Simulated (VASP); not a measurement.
# Zr in VASP: relaxation of the atoms with PBE

Aim: the relaxation of the atoms of Zr with PBE.

Everything below comes from runs of VASP 6.6.1. Logs are shortened: lines on timing, memory, paths and dates and some standing lists are left out, and cuts for length are marked.

**1. The cell of the first run**

The cell holds a slab with vacuum, 6 atoms: a = 3.234 Å, b = 3.234 Å, c = 27.914 Å, α = 90.00°, β = 90.00°, γ = 120.00°.

**2. Relaxation of the atoms, PBE**

Contents of INCAR:

```
SYSTEM = Zr
  PREC = Accurate
  ENCUT = 520
  EDIFF = 1E-6
  ISMEAR = 0
  SIGMA = 0.1
  LREAL = .FALSE.
  LASPH = .TRUE.
  NELM = 80
  ALGO = Normal
  ISIF = 2
  LWAVE = .FALSE.
  LCHARG = .FALSE.
  LDIPOL = .TRUE.
  IDIPOL = 3
  DIPOL = 0.5 0.5 0.500
  GGA = PE
  IBRION = 2
  NSW = 80
  EDIFFG = -0.02
  KPAR = 4
```

Contents of KPOINTS:

```
regular mesh
0
G
  12 12 1
  0 0 0
```

Contents of POSCAR:

```
Zr
1.0
    3.2344808402      0.0000000000      0.0000000000
   -1.6172404201      2.8011425757      0.0000000000
    0.0000000000      0.0000000000     27.9136639739
Zr
6
Direct
    0.6666666667      0.3333333333      0.2686856160
    0.3333333333      0.6666666667      0.3612113696
    0.6666666667      0.3333333333      0.4537371232
    0.3333333333      0.6666666667      0.5462628768
    0.6666666667      0.3333333333      0.6387886304
    0.3333333333      0.6666666667      0.7313143840
```

Potentials or basis: VASP PAW PBE potentials, release 64 (Zr_sv).

Command:

```
$ cat potpaw_PBE.64/Zr_sv/POTCAR > POTCAR
$ mpirun -np 4 vasp_std > vasp.out
```

OUTCAR:

```text
SYSTEM = Zr
   PREC = Accurate
   ENCUT = 520
   EDIFF = 1E-6
   ISMEAR = 0
   LREAL = .FALSE.
   LASPH = .TRUE.
   NELM = 80
   ISIF = 2
   GGA = PE
   IBRION = 2
   NSW = 80
   EDIFFG = -0.02

 ion  position               nearest neighbor table
   1  0.667  0.333  0.269-   2 3.19   2 3.19   2 3.19
   2  0.333  0.667  0.361-   1 3.19   3 3.19   1 3.19   3 3.19   1 3.19   3 3.19
   3  0.667  0.333  0.454-   2 3.19   4 3.19   2 3.19   4 3.19   2 3.19   4 3.19
   4  0.333  0.667  0.546-   3 3.19   5 3.19   3 3.19   5 3.19   3 3.19   5 3.19
   5  0.667  0.333  0.639-   4 3.19   6 3.19   4 3.19   6 3.19   4 3.19   6 3.19
   6  0.333  0.667  0.731-   5 3.19   5 3.19   5 3.19

  LATTYP: Found a hexagonal cell.
 ALAT       =     3.2344808402
 C/A-ratio  =     8.6300291617

  Lattice vectors:

 A1 = (   3.2344808402,   0.0000000000,   0.0000000000)
 A2 = (  -1.6172404201,   2.8011425757,   0.0000000000)
 A3 = (   0.0000000000,   0.0000000000,  27.9136639739)

Analysis of symmetry for initial positions (statically):
=====================================================================
 Subroutine PRICEL returns:
 Original cell was already a primitive cell.

 Routine SETGRP: Setting up the symmetry group for a
 hexagonal supercell.

 Subroutine GETGRP returns: Found 12 space group operations
 (whereof 12 operations were pure point group operations)
 out of a pool of 24 trial point group operations.

The static configuration has the point symmetry D_3d.

Analysis of symmetry for dynamics (positions and initial velocities):
=====================================================================
 Subroutine PRICEL returns:
 Original cell was already a primitive cell.

 Routine SETGRP: Setting up the symmetry group for a
 hexagonal supercell.

 Subroutine GETGRP returns: Found 12 space group operations
 (whereof 12 operations were pure point group operations)
 out of a pool of 24 trial point group operations.

The dynamic configuration has the point symmetry D_3d.

 Subroutine INISYM returns: Found 12 space group operations
 (whereof 12 operations are pure point group operations),
 and found     1 'primitive' translations

----------------------------------------------------------------------------------------

                                     Primitive cell

  volume of cell :     252.9046

[... 122 lines left out ...]
 non-spin polarized calculation
 Gauss-broadening in eV      SIGMA  =   0.10
  energy-cutoff  :      520.00
  volume of cell :      252.90
 maximum number of plane-waves:      6876
   NGX = 13   NGY = 13   NGZ =103

--------------------------------------- Ionic step        1  -------------------------------------------

 number of electron      72.0000002 magnetization

 Free energy of the ion-electron system (eV)
  ---------------------------------------------------
  ext. energy  EPLUGINS =         0.00000000
  ---------------------------------------------------
  free energy    TOTEN  =       -49.24182837 eV

  energy without entropy =      -49.19849813  energy(sigma->0) =      -49.22016325

------------------------ aborting loop because EDIFF is reached ----------------------------------------

  FORCE on cell =-STRESS in cart. coord.  units (eV):
  Direction    XX          YY          ZZ          XY          YZ          ZX
  --------------------------------------------------------------------------------------
  -------------------------------------------------------------------------------------
  Total       -2.4459568     -2.4459568     -2.2674971     -0.0000000      0.0000000      0.0000000
  in kB      -15.4953974    -15.4953974    -14.3648359     -0.0000000      0.0000000      0.0000000
  external PRESSURE =     -15.1185436 kB  Pullay stress =       0.0000000 kB
[... 101 lines left out ...]
  FREE ENERGIE OF THE ION-ELECTRON SYSTEM (eV)
  ---------------------------------------------------
  free  energy   TOTEN  =       -49.3378480966 eV

  energy  without entropy=      -49.3049435608  energy(sigma->0) =      -49.32139583

[... ionic steps 4 to 8 ...]

--------------------------------------- Ionic step        9  -------------------------------------------

 number of electron      72.0000002 magnetization

------------------------ aborting loop because EDIFF is reached ----------------------------------------
[... 69 lines left out ...]
  FREE ENERGIE OF THE ION-ELECTRON SYSTEM (eV)
  ---------------------------------------------------
  free  energy   TOTEN  =       -49.3403550510 eV

  energy  without entropy=      -49.3081519296  energy(sigma->0) =      -49.32425349

 dipolmoment           0.000000      0.000000     -0.000000 electrons x Angstroem

--------------------------------------- Ionic step       11  -------------------------------------------

 number of electron      72.0000001 magnetization

 dipolmoment           0.000000      0.000000      0.000000 electrons x Angstroem

 Free energy of the ion-electron system (eV)
  ---------------------------------------------------
  ext. energy  EPLUGINS =         0.00000000
  ---------------------------------------------------
  free energy    TOTEN  =       -49.34056156 eV

  energy without entropy =      -49.30814268  energy(sigma->0) =      -49.32435212

 E-fermi :   3.2060     XC(G=0):  -6.8192

 val. band max:        3.1653725919   @ k =   0.3333   0.1667   0.0000
 cond. band min:       3.2068117478   @ k =   0.3333   0.3333   0.0000
 fundamental gap:      0.0414391560
 Fermi energy:         3.2060013733

 k-point     1 :       0.0000    0.0000    0.0000
  band No.  band energies     occupation
      1     -45.7904      2.00000
      2     -45.7904      2.00000
      3     -45.6182      2.00000
      4     -45.5477      2.00000
      5     -45.4444      2.00000
      6     -45.4399      2.00000
[... 863 lines left out ...]
     42       3.4980      0.00004
     43       3.4980      0.00004

------------------------ aborting loop because EDIFF is reached ----------------------------------------

 vacuum level on the upper side and lower side of the slab       (xc-potential included)        -0.163        -0.163

  FORCE on cell =-STRESS in cart. coord.  units (eV):
  Direction    XX          YY          ZZ          XY          YZ          ZX
  --------------------------------------------------------------------------------------
  -------------------------------------------------------------------------------------
  Total       -1.3123334     -1.3123334     -0.0560946      0.0000000      0.0000000      0.0000000
  in kB       -8.3137722     -8.3137722     -0.3553652      0.0000000      0.0000000      0.0000000
  external PRESSURE =      -5.6609699 kB  Pullay stress =       0.0000000 kB
[... 21 lines left out ...]
  FREE ENERGIE OF THE ION-ELECTRON SYSTEM (eV)
  ---------------------------------------------------
  free  energy   TOTEN  =       -49.3405615595 eV

  energy  without entropy=      -49.3081426844  energy(sigma->0) =      -49.32435212

 reached required accuracy - stopping structural energy minimisation

 vacuum level on the upper side and lower side of the slab         7.229         7.229
```

OSZICAR:

```text
N       E                     dE             d eps       ncg     rms          rms(c)
DAV:   1     0.798085791847E+03    0.79809E+03   -0.38088E+04  1842   0.155E+03
DAV:   2     0.221733644226E+02   -0.77591E+03   -0.76463E+03  1908   0.469E+02
DAV:   3    -0.432291197625E+02   -0.65402E+02   -0.64051E+02  2622   0.938E+01
DAV:   4    -0.524737494604E+02   -0.92446E+01   -0.91625E+01  2748   0.335E+01
[... 131 lines left out ...]
DAV:   4    -0.493405752499E+02    0.11039E-03   -0.10381E-03  2304   0.122E-01    0.401E-02
DAV:   5    -0.493405733111E+02    0.19388E-05   -0.19130E-04  2142   0.693E-02    0.225E-02
DAV:   6    -0.493405640562E+02    0.92549E-05   -0.15759E-04  2451   0.598E-02    0.114E-02
DAV:   7    -0.493405616132E+02    0.24430E-05   -0.18176E-05  1810   0.225E-02    0.589E-03
DAV:   8    -0.493405615595E+02    0.53728E-07   -0.25842E-06  1474   0.932E-03
  11 F= -.49340562E+02 E0= -.49324352E+02  d E =-.206508E-03
```

Wall time 14 min (4 MPI ranks of Intel Xeon Platinum 8375C at 2.90GHz (Ice Lake), shared host); peak memory 0.43 GiB.

What came out:

| Quantity | Value |
| --- | --- |
| Free energy | -49.3406 eV |
| Energy gained by relaxing | 16.5 meV/atom |
| Ionic steps | 11 |
| Band gap on the k mesh | zero (bands 36 and 37 overlap by 1.12 eV) |

Forces on the atoms (eV/Å):
```
Zr   0.000  0.000  0.000
Zr   0.000  0.000  0.000
Zr   0.000  0.000 -0.002
Zr   0.000  0.000  0.002
Zr   0.000  0.000  0.000
Zr   0.000  0.000  0.000
```

The path:
```csv
step,energy change (eV),largest force (eV/Å),pressure (GPa)
1,0.0000,0.5789,-1.51
2,-0.0514,0.4141,-1.32
3,-0.0960,0.0603,-0.79
4,-0.0961,0.0462,-0.82
5,-0.0967,0.0391,-0.80
6,-0.0973,0.0318,-0.76
7,-0.0976,0.0273,-0.73
8,-0.0983,0.0269,-0.64
9,-0.0982,0.0479,-0.46
10,-0.0985,0.0363,-0.57
11,-0.0987,0.0020,-0.57
```

Final structure:
```yaml
crystal:
  lattice:
    - [3.23448, 0.00000, 0.00000]
    - [-1.61724, 2.80114, 0.00000]
    - [0.00000, 0.00000, 27.91366]
  atoms:
    - { symbol: Zr, position: [0.66667, 0.33333, 0.27264] }
    - { symbol: Zr, position: [0.33333, 0.66667, 0.35939] }
    - { symbol: Zr, position: [0.66667, 0.33333, 0.45375] }
    - { symbol: Zr, position: [0.33333, 0.66667, 0.54625] }
    - { symbol: Zr, position: [0.66667, 0.33333, 0.64061] }
    - { symbol: Zr, position: [0.33333, 0.66667, 0.72736] }
```

The gap in the log of VASP goes by the Fermi energy; the results here count the filled bands.